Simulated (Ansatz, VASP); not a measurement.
**One calculation of H7C4N, two programs**

```
C H N
1.0
     7.97387    0.00000    0.00000
     0.00000    7.97387    0.00000
     0.00000    0.00000    7.97387
C H N
12 21 3
Direct
  0.23130 0.63078 0.78514
  0.24311 0.79775 0.77319
  0.86431 0.76284 0.07391
  0.94677 0.87943 0.16074
  0.56218 0.15783 0.01909
  0.66829 0.28129 0.98039
  0.36398 0.17213 0.45670
  0.26808 0.19519 0.60959
  0.40968 0.61695 0.20569
  0.25417 0.52478 0.22506
  0.84434 0.02535 0.62524
  0.71669 0.90525 0.57764
  0.13956 0.56815 0.86630
  0.31396 0.54887 0.71341
  0.16137 0.88172 0.84373
  0.33706 0.85630 0.69174
  0.87914 0.63017 0.10289
  0.78016 0.79550 0.97098
  0.03042 0.84411 0.26318
  0.93491 0.01298 0.13352
  0.59858 0.05694 0.10398
  0.43592 0.15259 0.96683
  0.79505 0.28774 0.03145
  0.63262 0.38155 0.89434
  0.28208 0.18848 0.34740
  0.46451 0.26596 0.44850
  0.42050 0.04655 0.45495
  0.50826 0.53123 0.16191
  0.39330 0.71547 0.11088
  0.44966 0.67298 0.32509
  0.95446 0.01203 0.54412
  0.79612 0.15381 0.61387
  0.88398 0.00615 0.75538
  0.19030 0.21063 0.73197
  0.13076 0.44860 0.24005
  0.61286 0.81102 0.53777
```

Alike in both runs: functional PBE; dispersion D3(BJ); k mesh 1 × 1 × 1; occupations fermi-dirac, width 0.05 eV; no spin polarisation.

Ansatz relaxed the structure, and its values are those at the end. VASP's run is a single point on that final structure, the one shown.

|  | VASP | Ansatz |
| --- | --- | --- |
| version | VASP 6.6.1 | Ansatz 0.2.0 |
| potentials or method | VASP PAW PBE potentials, release 64 (C_h, H_h, N_h), cutoff 1000 eV | scalar-relativistic, plane waves, PAW |
| valence electrons in the cell | 84 | 84 |

VASP gave:

```
rms of the force components (eV/Å) : 0.048
```

Question: What did Ansatz give for the same quantities?

Answer: rms of the force components (eV/Å): 0.047.
